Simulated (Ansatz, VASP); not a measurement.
# Two plane-wave programs on Tl

```
CELL_PARAMETERS angstrom
3.31776 0.00000 0.00000
-1.65888 2.87326 0.00000
0.00000 0.00000 5.52500
ATOMIC_POSITIONS crystal
Tl 0.66667 0.33333 0.75000
Tl 0.33333 0.66667 0.25000
```

Alike in both runs: functional PBEsol; k mesh 8 × 8 × 4; occupations fermi-dirac, width 0.05 eV; no spin polarisation.

```csv
,VASP,Ansatz
version,VASP 6.6.1,Ansatz 0.2.0
potentials or method,"VASP PAW PBE potentials, release 64 (Tl_d)",Ansatz PAW
plane-wave cutoff (eV),520,420
valence electrons in the cell,26,26
task,single point,band structure
```

VASP gave:

| Property | Result |
| --- | --- |
| gap on the k mesh at the Fermi level (eV) | none |
| pressure (GPa) | 4.1 |
| traceless stress, the component that is largest in VASP (GPa) | 1.37 |

**Question.** Which values does Ansatz return?

**Answer.** gap on the k mesh at the Fermi level (eV): none; pressure (GPa): 4.2; traceless stress, the component that is largest in VASP (GPa): 1.38.

VASP's potentials were made for PBE, not for PBEsol. A gap of «none» marks a metal or a gap that the smearing closes.

Neither program's run includes spin-orbit coupling.
